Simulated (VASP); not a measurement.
Runs of VASP 6.6.1 on Nb3Sn. The structure is that of space group Pm-3n (No. 223), or close to it. The cells are those of the table. 

```csv
task,level,potentials or basis,cell,cutoff (eV),gap on the mesh (eV),pressure (GPa)
single point,r2SCAN,"VASP PAW PBE potentials, release 64 (Nb_sv, Sn_d)","a = 5.305 Å, 8 atoms",520,none,-0.1
single point,revPBE+D3(BJ),"VASP PAW PBE potentials, release 64 (Nb_sv, Sn_d)","a = 5.223 Å, 8 atoms",520,none,(a)
relaxation of cell and atoms,revPBE+D3(BJ),"VASP PAW PBE potentials, release 64 (Nb_sv, Sn_d)","relaxed from a = 5.282 Å, 8 atoms",600,none,-0.1
single point,LDA,"VASP PAW LDA potentials, release 64 (Nb_sv, Sn_d)","a = 5.223 Å, 8 atoms",520,none,0.0
```

Alike in all rows: no spin polarisation; k mesh 5 × 5 × 5; smearing fermi-dirac 0.05 eV.

Question: Estimate the missing entries.

Answer: (a) -0.2.

Caveats: spin-orbit coupling is left out, which moves the levels of the heavy elements; the PAW data sets were made with another functional, which shifts forces and pressure a little (at least some runs); the dispersion term is far too large for a dense solid, which distorts pressure and volume (at least some runs).

A k mesh can miss the band edges, and the runs leave out spin-orbit coupling on Nb, Sn.

A gap of «none» marks levels without a gap at the run's occupations.
